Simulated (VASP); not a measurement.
# InP (Fm-3m) in VASP: settings compared

InP is run at these levels: RPBE, LDA; tasks: single point.

All numbers are computed with VASP 6.6.1; they aren't measurements. Logs are shortened: lines on timing, memory, paths and dates and some standing lists are left out, and cuts for length are marked.

## Step 1: The cell of the first run

It takes space group Fm-3m (No. 225, cubic). Conventional cell: a = 5.657 Å, b = 5.657 Å, c = 5.657 Å, α = 90.00°, β = 90.00°, γ = 90.00°. Within 3.7 Å of In (site symmetry m-3m) lie 6 P at 2.83 Å. P (site symmetry m-3m) has 6 In at 2.83 Å within 3.7 Å.

## Step 2: Single point, RPBE (volume scaled by 1.04)

File INCAR:

```
  PREC = Accurate
  ENCUT = 500
  EDIFF = 1E-6
  ISMEAR = 0
  SIGMA = 0.05
  LREAL = False
  LASPH = True
  NELM = 120
  ALGO = Normal
  ISIF = 2
  LWAVE = False
  LCHARG = False
  GGA = RP
  NBANDS = 16
  GGA_COMPAT = False
```

File KPOINTS:

```
regular mesh
0
Gamma
  8 8 8
```

File POSCAR:

```
InP
1.0
    0.0000000000      2.8285648302      2.8285648302
    2.8285648302      0.0000000000      2.8285648302
    2.8285648302      2.8285648302      0.0000000000
In P
1 1
Direct
    0.0000000000      0.0000000000      0.0000000000
    0.5000000000      0.5000000000      0.5000000000
```

Potentials or basis: VASP PAW PBE potentials, release 64 (In_d, P).

Command:

```
cat potpaw_PBE.64/In_d/POTCAR potpaw_PBE.64/P/POTCAR > POTCAR
mpirun -np 1 vasp_std > vasp.out
```

OUTCAR:

```text
PREC = Accurate
   ENCUT = 500
   EDIFF = 1E-6
   ISMEAR = 0
   LREAL = False
   LASPH = True
   NELM = 120
   ISIF = 2
   GGA = RP

 ion  position               nearest neighbor table
   1  0.000  0.000  0.000-   2 2.83   2 2.83   2 2.83   2 2.83   2 2.83   2 2.83
   2  0.500  0.500  0.500-   1 2.83   1 2.83   1 2.83   1 2.83   1 2.83   1 2.83

  LATTYP: Found a face centered cubic cell.
 ALAT       =     5.6571296604

  Lattice vectors:

 A1 = (   0.0000000000,   2.8285648302,   2.8285648302)
 A2 = (   2.8285648302,   0.0000000000,   2.8285648302)
 A3 = (   2.8285648302,   2.8285648302,   0.0000000000)

Analysis of symmetry for initial positions (statically):
=====================================================================
 Subroutine PRICEL returns:
 Original cell was already a primitive cell.

 Routine SETGRP: Setting up the symmetry group for a
 face centered cubic supercell.

 Subroutine GETGRP returns: Found 48 space group operations
 (whereof 48 operations were pure point group operations)
 out of a pool of 48 trial point group operations.

The static configuration has the point symmetry O_h .

Analysis of symmetry for dynamics (positions and initial velocities):
=====================================================================
 Subroutine PRICEL returns:
 Original cell was already a primitive cell.

 Routine SETGRP: Setting up the symmetry group for a
 face centered cubic supercell.

 Subroutine GETGRP returns: Found 48 space group operations
 (whereof 48 operations were pure point group operations)
 out of a pool of 48 trial point group operations.

The dynamic configuration has the point symmetry O_h .

 Subroutine INISYM returns: Found 48 space group operations
 (whereof 48 operations are pure point group operations),
 and found     1 'primitive' translations

----------------------------------------------------------------------------------------

                                     Primitive cell

  volume of cell :      45.2614

  direct lattice vectors                    reciprocal lattice vectors
     0.000000000  2.828564830  2.828564830    -0.176768089  0.176768089  0.176768089
     2.828564830  0.000000000  2.828564830     0.176768089 -0.176768089  0.176768089
     2.828564830  2.828564830  0.000000000     0.176768089  0.176768089 -0.176768089

  length of vectors
     4.000194745  4.000194745  4.000194745     0.306171312  0.306171312  0.306171312

  position of ions in fractional coordinates (direct lattice)
     0.000000000  0.000000000  0.000000000
     0.500000000  0.500000000  0.500000000

  ion indices of the primitive-cell ions
   primitive index   ion index
                 1           1
                 2           2

----------------------------------------------------------------------------------------

 KPOINTS: regular mesh

Automatic generation of k-mesh.
 Grid dimensions read from file:
 generate k-points for:    8    8    8

 Generating k-lattice:

  Cartesian coordinates                     Fractional coordinates (reciprocal lattice)
    -0.022096011  0.022096011  0.022096011     0.125000000  0.000000000  0.000000000
     0.022096011 -0.022096011  0.022096011     0.000000000  0.125000000  0.000000000
     0.022096011  0.022096011 -0.022096011     0.000000000  0.000000000  0.125000000

  Length of vectors
     0.038271414  0.038271414  0.038271414

  Shift w.r.t. Gamma in fractional coordinates (k-lattice)
     0.000000000  0.000000000  0.000000000

 Subroutine IBZKPT returns following result:
 ===========================================

 Found     29 irreducible k-points:

 Following reciprocal coordinates:
            Coordinates               Weight
  0.000000  0.000000  0.000000      1.000000
  0.125000  0.000000  0.000000      8.000000
  0.250000  0.000000  0.000000      8.000000
  0.375000  0.000000  0.000000      8.000000
  0.500000  0.000000  0.000000      4.000000
  0.125000  0.125000  0.000000      6.000000
[... 16 lines left out ...]
  0.500000  0.250000  0.125000     48.000000
 -0.375000  0.250000  0.125000     24.000000
 [... further k-points ...]
   k-points           NKPTS =     29   k-points in BZ     NKDIM =     29   number of bands    NBANDS=     16
   number of dos      NEDOS =    301   number of ions     NIONS =      2
   total plane-waves  NPLWV =  27000
   dimension x,y,z NGX =    30 NGY =   30 NGZ =   30
   dimension x,y,z NGXF=    60 NGYF=   60 NGZF=   60
   ions per type =               1   1
   NGX,Y,Z   is equivalent  to a cutoff of  12.47, 12.47, 12.47 a.u.
   NGXF,Y,Z  is equivalent  to a cutoff of  24.94, 24.94, 24.94 a.u.
 SYSTEM =  unknown system
   PREC   = accura    normal or accurate (medium, high low for compatibility)
   ISTART =      0    job   : 0-new  1-cont  2-samecut
   ICHARG =      2    charge: 1-file 2-atom 10-const
   ISPIN  =      1    spin polarized calculation?
   LNONCOLLINEAR =      F non collinear calculations
   LSORBIT =      F    spin-orbit coupling
   LASPH  =      T    aspherical Exc in radial PAW
   ENCUT  =  500.0 eV  36.75 Ry    6.06 a.u.   7.29  7.29  7.29*2*pi/ulx,y,z
   NELM   =    120;   NELMIN=  2; NELMDL= -5     # of ELM steps
   EDIFF  = 0.1E-05   stopping-criterion for ELM
   LREAL  =      F    real-space projection
   EDIFFG = 0.1E-04   stopping-criterion for IOM
   NSW    =      0    number of steps for IOM
   IBRION =     -1    ionic relax: 0-MD 1-quasi-New 2-CG
   NFREE  =      0    steps in history (QN), initial steepest desc. (CG)
   ISIF   =      2    stress and relaxation
   ISYM   =      2    0-nonsym 1-usesym 2-fastsym
   POTIM  = 0.5000    time-step for ionic-motion
   TEBEG  =    0.0;   TEEND  =   0.0 temperature during run
   PSTRESS=    0.0 pullay stress
   NELECT =      18.0000    total number of electrons
   NUPDOWN=      -1.0000    fix difference up-down
   EMIN   =  10.00;   EMAX   =-10.00  energy-range for DOS
   EFERMI =   0.00;   METHOD = LEGACY
   ISMEAR =     0;   SIGMA  =   0.05  broadening in eV -4-tet -1-fermi 0-gaus
   EFERMI_NEDOS =   21; number of points for ismear=-14 and -15
   IALGO  =     38    algorithm
   IMIX   =      4    mixing-type and parameters
     AMIX     =   0.40;   BMIX     =  1.00
     AMIX_MAG =   1.60;   BMIX_MAG =  1.00
  volume/ion in A,a.u.               =      22.63       152.72
  Fermi-wavevector in a.u.,A,eV,Ry     =   1.203898  2.275036 19.719867  1.449369
  Thomas-Fermi vector in A             =   2.339638
   LORBIT       =      0    0 simple, 1 ext, 2 COOP (PROOUT), +10 PAW based schemes
   GGA     = RP    functional components
   LHFCALC =     F    Hartree Fock is set to
   AEXX    =    0.0000 exact exchange contribution
   IVDW    =     0    specifies the selected vdW correction
   LEPSILON=     F    determine dielectric tensor
   LRPA    =     F    only Hartree local field effects (RPA)
 non-spin polarized calculation
 Gauss-broadening in eV      SIGMA  =   0.05
  energy-cutoff  :      500.00
  volume of cell :       45.26
 maximum number of plane-waves:      1174
 NGX is ok and might be reduce to    30
   NGX = 15   NGY = 15   NGZ = 15

 number of electron      17.9999992 magnetization

 Free energy of the ion-electron system (eV)
  ---------------------------------------------------
  ext. energy  EPLUGINS =         0.00000000
  ---------------------------------------------------
  free energy    TOTEN  =        -7.16574858 eV

  energy without entropy =       -7.16421150  energy(sigma->0) =       -7.16498004

 E-fermi :   6.4787     XC(G=0): -10.0038

 val. band max:        6.4426717861   @ k =  -0.3750   0.5000   0.1250
 cond. band min:       6.5147187236   @ k =   0.0000   0.0000   0.0000
 fundamental gap:      0.0720469375
 Fermi energy:         6.4786783488

 k-point     1 :       0.0000    0.0000    0.0000
  band No.  band energies     occupation
      1      -7.8481      2.00000
      2      -7.8481      2.00000
      3      -7.8360      2.00000
      4      -7.8360      2.00000
      5      -7.8360      2.00000
      6      -5.1441      2.00000
[... 8 lines left out ...]
     15      14.5434      0.00000
     16      14.5434      0.00000

 k-point     2 :       0.1250    0.0000    0.0000
  band No.  band energies     occupation
      1      -7.8541      2.00000
      2      -7.8541      2.00000
      3      -7.8360      2.00000
      4      -7.8276      2.00000
      5      -7.8276      2.00000
      6      -4.9647      2.00000
[... 8 lines left out ...]
     15      14.0753      0.00000
     16      14.5358      0.00000

 k-point     3 :       0.2500    0.0000    0.0000
  band No.  band energies     occupation
      1      -7.8713      2.00000
      2      -7.8713      2.00000
      3      -7.8371      2.00000
      4      -7.8043      2.00000
      5      -7.8043      2.00000
      6      -4.4499      2.00000
[... 8 lines left out ...]
     15      14.9870      0.00000
     16      14.9870      0.00000

 k-point     4 :       0.3750    0.0000    0.0000
  band No.  band energies     occupation
      1      -7.8888      2.00000
      2      -7.8888      2.00000
      3      -7.8394      2.00000
      4      -7.7805      2.00000
      5      -7.7805      2.00000
      6      -3.7242      2.00000
[... 8 lines left out ...]
     15      16.4252      0.00000
     16      16.4252      0.00000
[... 324 lines left out ...]
 k-point    22 :       0.3750    0.2500    0.1250
  band No.  band energies     occupation
      1      -7.9256      2.00000
      2      -7.8528      2.00000
      3      -7.8442      2.00000
      4      -7.7939      2.00000
      5      -7.7889      2.00000
      6      -3.9670      2.00000
[... 8 lines left out ...]
     15      17.3015      0.00000
     16      17.5108      0.00000

 k-point    23 :       0.5000    0.2500    0.1250
  band No.  band energies     occupation
      1      -7.9481      2.00000
      2      -7.8655      2.00000
      3      -7.8330      2.00000
      4      -7.7909      2.00000
      5      -7.7734      2.00000
      6      -3.2636      2.00000
[... 8 lines left out ...]
     15      17.4427      0.00000
     16      18.3837      0.00000

 k-point    24 :      -0.3750    0.2500    0.1250
  band No.  band energies     occupation
      1      -7.9560      2.00000
      2      -7.8720      2.00000
      3      -7.8224      2.00000
      4      -7.7970      2.00000
      5      -7.7654      2.00000
      6      -2.8511      2.00000
[... 8 lines left out ...]
     15      16.2651      0.00000
     16      18.8158      0.00000

 [... further k-points ...]

------------------------ aborting loop because EDIFF is reached ----------------------------------------

  FORCE on cell =-STRESS in cart. coord.  units (eV):
  Direction    XX          YY          ZZ          XY          YZ          ZX
  --------------------------------------------------------------------------------------
  -------------------------------------------------------------------------------------
  Total       -0.6970764     -0.6970764     -0.6970764      0.0000000      0.0000000     -0.0000000
  in kB      -24.6753061    -24.6753061    -24.6753061      0.0000000      0.0000000     -0.0000000
  external PRESSURE =     -24.6753061 kB  Pullay stress =       0.0000000 kB

 VOLUME and BASIS-vectors are now :
 -----------------------------------------------------------------------------
  energy-cutoff  :      500.00
  volume of cell :       45.26
      direct lattice vectors                 reciprocal lattice vectors
     0.000000000  2.828564830  2.828564830    -0.176768089  0.176768089  0.176768089
     2.828564830  0.000000000  2.828564830     0.176768089 -0.176768089  0.176768089
     2.828564830  2.828564830  0.000000000     0.176768089  0.176768089 -0.176768089

 POSITION                                       TOTAL-FORCE (eV/Angst)
 -----------------------------------------------------------------------------------
      0.00000      0.00000      0.00000         0.000000     -0.000000      0.000000
      2.82856      2.82856      2.82856         0.000000      0.000000      0.000000
 -----------------------------------------------------------------------------------
    total drift:                               -0.000000      0.000000      0.000000

  FREE ENERGIE OF THE ION-ELECTRON SYSTEM (eV)
  ---------------------------------------------------
  free  energy   TOTEN  =        -7.1657485757 eV

  energy  without entropy=       -7.1642115037  energy(sigma->0) =       -7.16498004
```

Wall time 11 s (1 thread of Intel Xeon 6975P-C (Granite Rapids), shared host); peak memory 0.16 GiB.

What came out:

- Free energy: -7.1657 eV
- Pressure: -2.5 GPa
- Band gap on the k mesh: zero (band 9 reaches 6.66 eV, above the bottom of band 10 at 4.27 eV)

Caveat: the cell differs from its parent crystal (volume scaled by 1.04); the PAW data sets were made with another functional, which shifts forces and pressure a little; spin-orbit coupling is left out, which moves the levels of the heavy elements.

## Step 3: Single point, LDA

This run uses another cell than the first one, of 23.27 Å³/atom, 1.028 times its volume.

File INCAR:

```
SYSTEM = InP
PREC = Accurate
ENCUT = 500
EDIFF = 1E-6
ISMEAR = 0
SIGMA = 0.05
LREAL = .FALSE.
LASPH = .TRUE.
NELM = 120
ALGO = Normal
ISIF = 2
LWAVE = .FALSE.
LCHARG = .FALSE.
NBANDS = 16
GGA_COMPAT = .FALSE.
```

File KPOINTS:

```
Automatic mesh
0
G
  8 8 8
  0 0 0
```

File POSCAR:

```
InP
1.0
    0.0000000000      2.8550009661      2.8550009661
    2.8550009661      0.0000000000      2.8550009661
    2.8550009661      2.8550009661      0.0000000000
In P
1 1
Direct
    0.0000000000      0.0000000000      0.0000000000
    0.5000000000      0.5000000000      0.5000000000
```

Potentials or basis: VASP PAW LDA potentials, release 64 (In_d, P).

Command:

```
cat potpaw_LDA.64/In_d/POTCAR potpaw_LDA.64/P/POTCAR > POTCAR
mpirun -np 1 vasp_std > vasp.out
```

Run time: 10 s. Hardware: 1 thread of Intel Xeon 6975P-C (Granite Rapids), shared host; peak memory 0.15 GiB.

The run converged. Its results:

```
Free energy            : -9.0719 eV
Pressure               : -9.6 GPa
Band gap on the k mesh : zero (band 9 reaches 6.05 eV, above the bottom of band 10 at 3.71 eV)
```

Levels at points of the mesh, in eV from the Fermi level:
```tsv
k point	band 6	band 7	band 8	band 9	band 10	band 11	band 12	band 13
(0.00, 0.00, 0.00)	-11.40	-0.36	-0.25	-0.25	-0.25	7.05	7.05	7.05
(0.50, 0.00, 0.00)	-9.59	-6.27	0.11	0.11	2.29	3.29	3.29	4.35
(0.50, 0.50, 0.00)	-8.74	-4.45	-2.78	-2.09	-2.09	3.96	8.90	8.90
```

Caveat: spin-orbit coupling is left out, which moves the levels of the heavy elements.
